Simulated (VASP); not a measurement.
# SnO3 (Pmmm) in VASP: relaxation of cell and atoms with PBE

Aim: the relaxation of cell and atoms of SnO3 with PBE.

Program: VASP 6.6.1. These are calculated values, not measurements. Logs are shortened: lines on timing, memory, paths and dates and some standing lists are left out, and cuts for length are marked.

### Step 1. The cell of the first run

The structure is orthorhombic, space group Pmmm (No. 47). Conventional cell: a = 3.551 Å, b = 3.879 Å, c = 4.034 Å, α = 90.00°, β = 90.00°, γ = 90.00°. Sn (site symmetry mmm) has 6 O at 1.94 to 2.20 Å within 2.6 Å. O (site symmetry mm2) has 1 O at 1.45 Å within 1.9 Å. O (site symmetry mmm) has 2 Sn at 1.94 Å within 2.6 Å.

### Step 2. Relaxation of cell and atoms, PBE

Contents of INCAR:

```
PREC     = Accurate       # precision mode
ENCUT    = 600            # plane-wave cutoff, eV
EDIFF    = 1E-6           # SCF threshold, eV
ISMEAR   = 0              # smearing method
SIGMA    = 0.1            # smearing width, eV
LREAL    = F              # projectors in reciprocal space
LASPH    = T              # aspherical terms in the spheres
NELM     = 60             # most SCF steps
ALGO     = Normal         # electronic algorithm
ISIF     = 3              # what is computed and relaxed
LWAVE    = F              # write WAVECAR
LCHARG   = F              # write CHGCAR
GGA      = PE             # functional
IBRION   = 2              # ionic algorithm
NSW      = 100            # ionic steps
EDIFFG   = -0.01          # ionic threshold
```

Contents of KPOINTS:

```
regular mesh
0
Gamma
  10 10 10
```

Contents of POSCAR:

```
SnO3
1.0
    3.5510093468      0.0000000000      0.0000000000
    0.0000000000      3.8789739288      0.0000000000
    0.0000000000      0.0000000000      4.0343845643
Sn O
1 3
Direct
    0.0000000000      0.5000000000      0.5000000000
    0.5000000000      0.5000000000      0.8200977676
    0.5000000000      0.5000000000      0.1799022324
    0.0000000000      0.0000000000      0.5000000000
```

Potentials or basis: VASP PAW PBE potentials, release 64 (Sn_d, O).

Run with:

```
> cat potpaw_PBE.64/Sn_d/POTCAR potpaw_PBE.64/O/POTCAR > POTCAR
> mpirun -np 1 vasp_std > vasp.out
```

OUTCAR:

```text
PREC = Accurate
   ENCUT = 600
   EDIFF = 1E-6
   ISMEAR = 0
   LREAL = F
   LASPH = T
   NELM = 60
   ISIF = 3
   GGA = PE
   IBRION = 2
   NSW = 100
   EDIFFG = -0.01

 ion  position               nearest neighbor table
   1  0.000  0.500  0.500-   4 1.94   4 1.94   2 2.20   3 2.20   2 2.20   3 2.20
   2  0.500  0.500  0.820-   3 1.45   1 2.20   1 2.20
   3  0.500  0.500  0.180-   2 1.45   1 2.20   1 2.20
   4  0.000  0.000  0.500-   1 1.94   1 1.94

  LATTYP: Found a simple orthorhombic cell.
 ALAT       =     3.5510093468
 B/A-ratio  =     1.0923581298
 C/A-ratio  =     1.1361233301

  Lattice vectors:

 A1 = (   3.5510093468,   0.0000000000,   0.0000000000)
 A2 = (   0.0000000000,   3.8789739288,   0.0000000000)
 A3 = (   0.0000000000,   0.0000000000,   4.0343845643)

Analysis of symmetry for initial positions (statically):
=====================================================================
 Subroutine PRICEL returns:
 Original cell was already a primitive cell.

 Routine SETGRP: Setting up the symmetry group for a
 simple orthorhombic supercell.

 Subroutine GETGRP returns: Found  8 space group operations
 (whereof  8 operations were pure point group operations)
 out of a pool of  8 trial point group operations.

The static configuration has the point symmetry D_2h.

Analysis of symmetry for dynamics (positions and initial velocities):
=====================================================================
 Subroutine PRICEL returns:
 Original cell was already a primitive cell.

 Routine SETGRP: Setting up the symmetry group for a
 simple orthorhombic supercell.

 Subroutine GETGRP returns: Found  8 space group operations
 (whereof  8 operations were pure point group operations)
 out of a pool of  8 trial point group operations.

The dynamic configuration has the point symmetry D_2h.

 Subroutine INISYM returns: Found  8 space group operations
 (whereof  8 operations are pure point group operations),
 and found     1 'primitive' translations

----------------------------------------------------------------------------------------

                                     Primitive cell

  volume of cell :      55.5707

  direct lattice vectors                    reciprocal lattice vectors
     3.551009347  0.000000000  0.000000000     0.281610073  0.000000000  0.000000000
     0.000000000  3.878973929  0.000000000     0.000000000  0.257800134  0.000000000
     0.000000000  0.000000000  4.034384564     0.000000000  0.000000000  0.247869281

  length of vectors
     3.551009347  3.878973929  4.034384564     0.281610073  0.257800134  0.247869281

  position of ions in fractional coordinates (direct lattice)
     0.000000000  0.500000000  0.500000000
     0.500000000  0.500000000  0.820097768
     0.500000000  0.500000000  0.179902232
     0.000000000  0.000000000  0.500000000

  ion indices of the primitive-cell ions
   primitive index   ion index
                 1           1
                 2           2
                 3           3
                 4           4

----------------------------------------------------------------------------------------

 KPOINTS: regular mesh

Automatic generation of k-mesh.
 Grid dimensions read from file:
 generate k-points for:   10   10   10

 Generating k-lattice:

  Cartesian coordinates                     Fractional coordinates (reciprocal lattice)
     0.028161007  0.000000000  0.000000000     0.100000000  0.000000000  0.000000000
     0.000000000  0.025780013  0.000000000     0.000000000  0.100000000  0.000000000
     0.000000000  0.000000000  0.024786928     0.000000000  0.000000000  0.100000000

  Length of vectors
     0.028161007  0.025780013  0.024786928

  Shift w.r.t. Gamma in fractional coordinates (k-lattice)
     0.000000000  0.000000000  0.000000000

 Subroutine IBZKPT returns following result:
 ===========================================

 Found    216 irreducible k-points:

 Following reciprocal coordinates:
            Coordinates               Weight
  0.000000  0.000000  0.000000      1.000000
  0.100000  0.000000  0.000000      2.000000
  0.200000  0.000000  0.000000      2.000000
  0.300000  0.000000  0.000000      2.000000
  0.400000  0.000000  0.000000      2.000000
  0.500000  0.000000  0.000000      1.000000
[... 16 lines left out ...]
  0.400000  0.300000  0.000000      4.000000
  0.500000  0.300000  0.000000      2.000000
 [... further k-points ...]
   k-points           NKPTS =    216   k-points in BZ     NKDIM =    216   number of bands    NBANDS=     20
   number of dos      NEDOS =    301   number of ions     NIONS =      4
   total plane-waves  NPLWV =  28672
   dimension x,y,z NGX =    28 NGY =   32 NGZ =   32
   dimension x,y,z NGXF=    56 NGYF=   64 NGZF=   64
   ions per type =               1   3
   NGX,Y,Z   is equivalent  to a cutoff of  13.11, 13.71, 13.19 a.u.
   NGXF,Y,Z  is equivalent  to a cutoff of  26.22, 27.43, 26.37 a.u.
 SYSTEM =  unknown system
   PREC   = accura    normal or accurate (medium, high low for compatibility)
   ISTART =      0    job   : 0-new  1-cont  2-samecut
   ICHARG =      2    charge: 1-file 2-atom 10-const
   ISPIN  =      1    spin polarized calculation?
   LNONCOLLINEAR =      F non collinear calculations
   LSORBIT =      F    spin-orbit coupling
   LASPH  =      T    aspherical Exc in radial PAW
   ENCUT  =  600.0 eV  44.10 Ry    6.64 a.u.   7.09  7.75  8.06*2*pi/ulx,y,z
   NELM   =     60;   NELMIN=  2; NELMDL= -5     # of ELM steps
   EDIFF  = 0.1E-05   stopping-criterion for ELM
   LREAL  =      F    real-space projection
   EDIFFG = -.1E-01   stopping-criterion for IOM
   NSW    =    100    number of steps for IOM
   IBRION =      2    ionic relax: 0-MD 1-quasi-New 2-CG
   NFREE  =      1    steps in history (QN), initial steepest desc. (CG)
   ISIF   =      3    stress and relaxation
   ISYM   =      2    0-nonsym 1-usesym 2-fastsym
   POTIM  = 0.5000    time-step for ionic-motion
   TEBEG  =    0.0;   TEEND  =   0.0 temperature during run
   PSTRESS=    0.0 pullay stress
   NELECT =      32.0000    total number of electrons
   NUPDOWN=      -1.0000    fix difference up-down
   EMIN   =  10.00;   EMAX   =-10.00  energy-range for DOS
   EFERMI =   0.00;   METHOD = LEGACY
   ISMEAR =     0;   SIGMA  =   0.10  broadening in eV -4-tet -1-fermi 0-gaus
   EFERMI_NEDOS =   21; number of points for ismear=-14 and -15
   IALGO  =     38    algorithm
   IMIX   =      4    mixing-type and parameters
     AMIX     =   0.40;   BMIX     =  1.00
     AMIX_MAG =   1.60;   BMIX_MAG =  1.00
  volume/ion in A,a.u.               =      13.89        93.75
  Fermi-wavevector in a.u.,A,eV,Ry     =   1.361997  2.573801 25.239297  1.855036
  Thomas-Fermi vector in A             =   2.488525
   LORBIT       =      0    0 simple, 1 ext, 2 COOP (PROOUT), +10 PAW based schemes
   GGA     = PE    functional components
   LHFCALC =     F    Hartree Fock is set to
   AEXX    =    0.0000 exact exchange contribution
   IVDW    =     0    specifies the selected vdW correction
   LEPSILON=     F    determine dielectric tensor
   LRPA    =     F    only Hartree local field effects (RPA)
 conjugate gradient relaxation of ions
 non-spin polarized calculation
 Gauss-broadening in eV      SIGMA  =   0.10
  energy-cutoff  :      600.00
  volume of cell :       55.57
 maximum number of plane-waves:      1876
   NGX = 15   NGY = 15   NGZ = 17

--------------------------------------- Ionic step        1  -------------------------------------------

 number of electron      32.0000010 magnetization

 Free energy of the ion-electron system (eV)
  ---------------------------------------------------
  ext. energy  EPLUGINS =         0.00000000
  ---------------------------------------------------
  free energy    TOTEN  =       -21.23446468 eV

  energy without entropy =      -21.23119544  energy(sigma->0) =      -21.23283006

------------------------ aborting loop because EDIFF is reached ----------------------------------------

  FORCE on cell =-STRESS in cart. coord.  units (eV):
  Direction    XX          YY          ZZ          XY          YZ          ZX
  --------------------------------------------------------------------------------------
  -------------------------------------------------------------------------------------
  Total       -0.0240592     -0.0084182      0.2888920     -0.0000000      0.0000000      0.0000000
  in kB       -0.6936590     -0.2427082      8.3291390     -0.0000000      0.0000000      0.0000000
  external PRESSURE =       2.4642573 kB  Pullay stress =       0.0000000 kB

 VOLUME and BASIS-vectors are now :
 -----------------------------------------------------------------------------
  energy-cutoff  :      600.00
  volume of cell :       55.57
      direct lattice vectors                 reciprocal lattice vectors
     3.551009347  0.000000000  0.000000000     0.281610073  0.000000000  0.000000000
     0.000000000  3.878973929  0.000000000     0.000000000  0.257800134  0.000000000
     0.000000000  0.000000000  4.034384564     0.000000000  0.000000000  0.247869281
[... 39 lines left out ...]
 POSITION                                       TOTAL-FORCE (eV/Angst)
 -----------------------------------------------------------------------------------
     -0.00000      1.93929      2.02422         0.000000      0.000000      0.000000
      1.77499      1.93929      3.31085        -0.000000      0.000000      0.318217
      1.77499      1.93929      0.73759        -0.000000      0.000000     -0.318217
      0.00000      0.00000      2.02422         0.000000      0.000000      0.000000
 -----------------------------------------------------------------------------------
    total drift:                                0.000000      0.000000      0.000000

  FREE ENERGIE OF THE ION-ELECTRON SYSTEM (eV)
  ---------------------------------------------------
  free  energy   TOTEN  =       -21.2329641943 eV

  energy  without entropy=      -21.2296772870  energy(sigma->0) =      -21.23132074

--------------------------------------- Ionic step        3  -------------------------------------------

 number of electron      32.0000010 magnetization

 Free energy of the ion-electron system (eV)
  ---------------------------------------------------
  ext. energy  EPLUGINS =         0.00000000
  ---------------------------------------------------
  free energy    TOTEN  =       -21.23529952 eV

  energy without entropy =      -21.23203506  energy(sigma->0) =      -21.23366729

 E-fermi :   3.6321     XC(G=0):  -9.7440

 val. band max:        3.6083780822   @ k =   0.5000   0.4000   0.5000
 cond. band min:       3.6328682515   @ k =   0.0000   0.4000   0.0000
 fundamental gap:      0.0244901693
 Fermi energy:         3.6320628153

 k-point     1 :       0.0000    0.0000    0.0000
  band No.  band energies     occupation
      1     -18.9492      2.00000
      2     -18.1550      2.00000
      3     -17.8059      2.00000
      4     -17.7380      2.00000
      5     -17.5387      2.00000
      6     -17.4715      2.00000
[... 12 lines left out ...]
     19      11.0158      0.00000
     20      11.2486      0.00000
[... 507 lines left out ...]
 k-point    24 :       0.5000    0.3000    0.0000
  band No.  band energies     occupation
      1     -18.3121      2.00000
      2     -18.0667      2.00000
      3     -18.0605      2.00000
      4     -17.7403      2.00000
      5     -17.5524      2.00000
      6     -17.5246      2.00000
[... 12 lines left out ...]
     19      11.5929      0.00000
     20      12.1025      0.00000

 [... further k-points ...]

------------------------ aborting loop because EDIFF is reached ----------------------------------------

  FORCE on cell =-STRESS in cart. coord.  units (eV):
  Direction    XX          YY          ZZ          XY          YZ          ZX
  --------------------------------------------------------------------------------------
  -------------------------------------------------------------------------------------
  Total        0.0104766      0.0074951      0.0250379      0.0000000      0.0000000      0.0000000
  in kB        0.3017098      0.2158479      0.7210542      0.0000000      0.0000000      0.0000000
  external PRESSURE =       0.4128706 kB  Pullay stress =       0.0000000 kB

 VOLUME and BASIS-vectors are now :
 -----------------------------------------------------------------------------
  energy-cutoff  :      600.00
  volume of cell :       55.63
      direct lattice vectors                 reciprocal lattice vectors
     3.550629035  0.000000000  0.000000000     0.281640236  0.000000000  0.000000000
    -0.000000000  3.878828569  0.000000000     0.000000000  0.257809795  0.000000000
     0.000000000  0.000000000  4.039572797     0.000000000  0.000000000  0.247550929

 POSITION                                       TOTAL-FORCE (eV/Angst)
 -----------------------------------------------------------------------------------
     -0.00000      1.93941      2.01979         0.000000      0.000000      0.000000
      1.77531      1.93941      3.30941        -0.000000      0.000000      0.004872
      1.77531      1.93941      0.73016        -0.000000      0.000000     -0.004872
      0.00000      0.00000      2.01979         0.000000      0.000000      0.000000
 -----------------------------------------------------------------------------------
    total drift:                                0.000000      0.000000     -0.000000

  FREE ENERGIE OF THE ION-ELECTRON SYSTEM (eV)
  ---------------------------------------------------
  free  energy   TOTEN  =       -21.2352995182 eV

  energy  without entropy=      -21.2320350564  energy(sigma->0) =      -21.23366729

 reached required accuracy - stopping structural energy minimisation
```

It took 4.1 min on 1 thread of Oxide Virtual Turin-like, shared host; peak memory 0.35 GiB.

What came out:

| Property | Result |
| --- | --- |
| Free energy | -21.2353 eV |
| Relaxed volume | 13.91 Å³/atom |
| Relaxed cell | a = 3.551 Å, b = 3.879 Å, c = 4.040 Å, α = 90.00°, β = 90.00°, γ = 90.00° |
| Space group after relaxing (to 0.05 Å) | Pmmm (No. 47) |
| Energy gained by relaxing | 0.2 meV/atom |
| Ionic steps | 3 |
| Pressure after relaxing | 0.0 GPa |
| Largest force after relaxing | 0.005 eV/Å |
| Band gap on the k mesh | zero (band 16 reaches 3.75 eV, above the bottom of band 17 at 3.00 eV) |

Forces on the atoms (eV/Å):
```
Sn   0.000  0.000  0.000
O    0.000  0.000  0.005
O    0.000  0.000 -0.005
O    0.000  0.000  0.000
```

The path:
```
step  energy change (eV)  largest force (eV/Å)  pressure (GPa)  volume (Å³)
   1              0.0000                0.1915            0.25        55.57
   2              0.0015                0.3182           -0.33        55.74
   3             -0.0008                0.0049            0.04        55.63
```

Final structure:
```
Sn O
1.0
     3.55063    0.00000    0.00000
     0.00000    3.87883    0.00000
     0.00000    0.00000    4.03957
Sn O
1 3
Direct
  0.00000 0.50000 0.50000
  0.50000 0.50000 0.81925
  0.50000 0.50000 0.18075
  0.00000 0.00000 0.50000
```

Levels at points of the mesh, in eV from the Fermi level:
```csv
k point,band 12,band 13,band 14,band 15,band 16,band 17,band 18,band 19,band 20
"(0.00, 0.00, 0.00)",-3.63,-1.93,-1.33,-1.30,-0.36,0.23,4.90,7.38,7.62
"(0.50, 0.00, 0.00)",-4.25,-3.79,-1.94,-0.96,-0.36,2.06,5.11,8.87,9.02
"(0.00, 0.50, 0.00)",-4.55,-1.80,-1.31,-1.06,0.06,4.00,4.77,6.25,7.23
"(0.50, 0.50, 0.00)",-3.26,-3.21,-1.28,-1.24,-0.55,5.11,5.51,6.70,8.09
"(0.00, 0.00, 0.50)",-4.07,-3.65,-2.45,-1.07,-0.81,-0.63,4.12,4.27,10.45
"(0.50, 0.00, 0.50)",-5.21,-4.02,-2.37,-1.69,-0.84,1.72,4.07,6.96,9.75
"(0.00, 0.50, 0.50)",-4.64,-3.18,-1.38,-1.28,-1.03,2.14,2.89,6.00,9.02
"(0.50, 0.50, 0.50)",-4.32,-2.62,-1.64,-1.02,0.12,1.06,6.12,6.67,9.24
```

Caveat: spin-orbit coupling is left out, which moves the levels of the heavy elements.
